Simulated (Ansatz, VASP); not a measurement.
Given: the input of a run of Ansatz 0.2.0 on GaCuSe2.

File input.yaml:

```yaml
crystal:
  lattice:
    - [3.8240850643, 0.0, 0.0]
    - [0.0, 3.8240850643, 0.0]
    - [0.0, 0.0, 5.3351869861]
  atoms:
    - { symbol: Se, position: [0.5, 0.5, 0.0] }
    - { symbol: Se, position: [0.0, 0.0, 0.5] }
    - { symbol: Ga, position: [0.5, 0.5, 0.5] }
    - { symbol: Cu, position: [0.0, 0.0, 0.0] }
hamiltonian:
  xc: pbe
  pseudopotentials: { kind: paw }
kpoints:
  mp_grid: { grid: [7, 7, 5] }
scf:
  occupations: { method: fermi_dirac, width: 0.05 }
output:
  forces: true
  stress: true
  eigenvalues: true
```

Potentials or basis: Ansatz PAW.

Run with:

```sh
$ ansatz run input.yaml --threads 2 --pin off --max-ram 5120MiB --backend cpu --events-out ev --progress --plain --runs-dir out
```

Translate it to VASP 6.6.1. Potentials there: VASP PAW PBE potentials, release 64 (Se, Ga_d, Cu).

As run (the cutoff follows the program's own potentials):

The input INCAR:

```
PREC     = Accurate       # precision mode
ENCUT    = 520            # plane-wave cutoff, eV
EDIFF    = 1E-7           # SCF threshold, eV
ISMEAR   = -1             # smearing method
SIGMA    = 0.05           # smearing width, eV
LREAL    = False          # projectors in reciprocal space
LASPH    = True           # aspherical terms in the spheres
NELM     = 80             # most SCF steps
ALGO     = Normal         # electronic algorithm
ISIF     = 2              # what is computed and relaxed
LWAVE    = False          # write WAVECAR
LCHARG   = False          # write CHGCAR
GGA      = PE             # functional
NBANDS   = 26             # bands
```

KPOINTS

```
Automatic mesh
0
Gamma
  7 7 5
```

Contents of POSCAR:

```
GaCuSe2
1.0
    3.8240850643      0.0000000000      0.0000000000
    0.0000000000      3.8240850643      0.0000000000
    0.0000000000      0.0000000000      5.3351869861
Se Ga Cu
2 1 1
Direct
    0.5000000000      0.5000000000      0.0000000000
    0.0000000000      0.0000000000      0.5000000000
    0.5000000000      0.5000000000      0.5000000000
    0.0000000000      0.0000000000      0.0000000000
```

Potentials or basis: VASP PAW PBE potentials, release 64 (Se, Ga_d, Cu).

The run is started by

```sh
$ cat potpaw_PBE.64/Se/POTCAR potpaw_PBE.64/Ga_d/POTCAR potpaw_PBE.64/Cu/POTCAR > POTCAR
$ mpirun -np 1 vasp_std > vasp.out
```

Both were run:

|  | VASP | Ansatz | Ansatz less VASP |
| --- | --- | --- | --- |
| gap on the k mesh at the Fermi level (eV) | none | none | - |
| pressure (GPa) | -2.4 | -2.5 | -0.13 |
| traceless stress, the component that is largest in VASP (GPa) | -0.63 | -0.67 | -0.040 |

A gap of «none» marks a metal or a gap that the smearing closes. With one functional, cell and mesh, what is left measures potentials, basis and numerics. VASP's potentials hold 36 valence electrons a cell and Ansatz's 64, so a difference there can come from the potentials and not from the codes.
